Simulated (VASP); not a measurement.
AlN: relaxation of cell and atoms with PBEsol

Crystal: AlN.

```
Al N
1.0
     0.00000    2.03071    2.03071
     2.03071    0.00000    2.03071
     2.03071    2.03071    0.00000
Al N
1 1
Direct
  0.50000 0.50000 0.50000
  0.00000 0.00000 0.00000
```

| Item | Value |
| --- | --- |
| Program | VASP 6.6.1 |
| Task | relaxation of cell and atoms |
| Functional | PBEsol |
| Potentials or basis | VASP PAW PBE potentials, release 64 (Al, N) |
| Cutoff | 600 eV |
| k mesh | 10 × 10 × 10 |
| Occupations | gaussian, width 0.02 eV |
| Spin | no spin polarisation |
| Dipole correction | no |
| Further INCAR settings | ALGO = Normal; EDIFF = 1e-07; IBRION = 2; EDIFFG = -0.003; NSW = 50; ISIF = 3 |

```
Relaxed volume                        : 8.27 Å³/atom
Relaxed cell                          : a = 2.859 Å, b = 2.859 Å, c = 2.859 Å, α = 60.00°, β = 60.00°, γ = 60.00°
Space group after relaxing (to 0.1 Å) : Fm-3m (No. 225)
Energy gained by relaxing             : 1.1 meV/atom
Ionic steps                           : 3
Pressure after relaxing               : 0.0 GPa
Band gap on the k mesh                : 4.55 eV (least direct gap 5.66 eV)
```

Step by step:
```
step  energy change (eV)  largest force (eV/Å)  pressure (GPa)  volume (Å³)
   1              0.0000                0.0000           -3.33        16.75
   2             -0.0002                0.0000            3.32        16.33
   3             -0.0023                0.0000            0.00        16.53
```

Final structure:
```
CELL_PARAMETERS angstrom
0.00000 2.02195 2.02195
2.02195 0.00000 2.02195
2.02195 2.02195 0.00000
ATOMIC_POSITIONS crystal
Al 0.50000 0.50000 0.50000
N 0.00000 0.00000 0.00000
```

Levels at points of the mesh, in eV from the valence-band top:
```
           k point  band 1  band 2  band 3  band 4  band 5  band 6  band 7  band 8
(0.00, 0.00, 0.00)  -17.55    0.00    0.00    0.00    5.66   12.02   12.02   12.02
(0.50, 0.00, 0.00)  -14.25   -8.36   -1.09   -1.09    6.04   10.90   10.90   13.25
(0.50, 0.50, 0.00)  -13.25   -7.45   -2.82   -2.82    4.55    5.14   13.96   17.15
```

Wall time 22 s on 1 thread of Intel Xeon 8259CL (shared host), peak memory 0.14 GiB.

Caveat: the PAW data sets were made with another functional, which shifts forces and pressure a little. A k mesh can miss the band edges.
